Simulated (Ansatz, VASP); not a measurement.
## MgO in VASP and in Ansatz

The input INCAR:

```
SYSTEM = MgO
PREC = Accurate
ENCUT = 520
EDIFF = 1E-8
ISMEAR = -1
SIGMA = 0.05
LREAL = .False.
LASPH = .True.
NELM = 60
ALGO = Normal
ISIF = 2
LWAVE = .False.
LCHARG = .False.
GGA = CA
LEFG = .True.
NBANDS = 11
```

File KPOINTS:

```
regular mesh
0
Gamma
  16 16 16
  0 0 0
```

Contents of POSCAR:

```
MgO
1.0
    0.0000000000      2.1269184909      2.1269184909
    2.1269184909      0.0000000000      2.1269184909
    2.1269184909      2.1269184909      0.0000000000
Mg O
1 1
Direct
    0.0000000000      0.0000000000      0.0000000000
    0.5000000000      0.5000000000      0.5000000000
```

Input for Ansatz:

```yaml
crystal:
  lattice:
    - [0.0, 2.1269184909, 2.1269184909]
    - [2.1269184909, 0.0, 2.1269184909]
    - [2.1269184909, 2.1269184909, 0.0]
  atoms:
    - { symbol: Mg, position: [0.0, 0.0, 0.0] }
    - { symbol: O, position: [0.5, 0.5, 0.5] }
kpoints:
  mp_grid: { grid: [16, 16, 16] }
  band_path:
    path:
      - [0.0, 0.0, 0.0]
      - [0.5, 0.0, 0.5]
      - [0.625, 0.25, 0.625]
      - [0.375, 0.375, 0.75]
      - [0.0, 0.0, 0.0]
      - [0.5, 0.5, 0.5]
      - [0.5, 0.25, 0.75]
      - [0.5, 0.0, 0.5]
    npoints: 5
scf:
  occupations: { method: fermi_dirac, width: 0.05 }
hamiltonian:
  xc: lda
  pseudopotentials: { kind: paw }
output:
  forces: true
  stress: true
  eigenvalues: true
  efg: { contact_densities: true }
```

Alike in both runs: task electric field gradients; functional LDA; k mesh 16 × 16 × 16; occupations fermi-dirac, width 0.05 eV; no spin polarisation.

```csv
,VASP,Ansatz
version,VASP 6.6.1,Ansatz 0.2.0
potentials or method,"VASP PAW LDA potentials, release 64 (Mg, O)","PAW with Ansatz's default frozen-core files, scalar-relativistic"
plane-wave cutoff (eV),520,420
valence electrons in the cell,8,16
```

```csv
,VASP,Ansatz,Ansatz less VASP
gap on the k mesh at the Fermi level (eV),4.37,4.37,0.000
pressure (GPa),-11.8,-10.1,+1.66
```

LDA's correlation is that of Perdew and Zunger in VASP and of Perdew and Wang (1992) in Ansatz. VASP's potentials hold 8 valence electrons a cell and Ansatz's 16, so a difference there can come from the potentials and not from the codes.
